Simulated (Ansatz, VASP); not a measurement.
# PbSe in VASP and in Ansatz

```
CELL_PARAMETERS angstrom
0.00000 2.99817 2.99817
2.99817 0.00000 2.99817
2.99817 2.99817 0.00000
ATOMIC_POSITIONS crystal
Pb 0.00000 0.00000 0.00000
Se 0.50000 0.50000 0.50000
```

Alike in both runs: task single point; functional PBE exchange alone; k mesh 8 × 8 × 8; occupations fermi-dirac, width 0.05 eV; no spin polarisation.

|  | VASP | Ansatz |
| --- | --- | --- |
| version | VASP 6.6.1 | Ansatz 0.2.0 |
| potentials or method | VASP PAW PBE potentials, release 64 (Pb_d, Se) | Ansatz PAW |
| plane-wave cutoff (eV) | 520 | 420 |
| valence electrons in the cell | 20 | 30 |

|  | VASP | Ansatz | Ansatz less VASP |
| --- | --- | --- | --- |
| gap on the k mesh at the Fermi level (eV) | 0.21 | 0.21 | -0.003 |
| least direct gap on the mesh (eV) | 0.21 | 0.21 | -0.003 |
| pressure (GPa) | 16.6 | 16.6 | -0.04 |

VASP's potentials were made for PBE, not for PBE exchange alone. VASP's potentials hold 20 valence electrons a cell and Ansatz's 30, so a difference there can come from the potentials and not from the codes.

Spin-orbit coupling is off throughout.
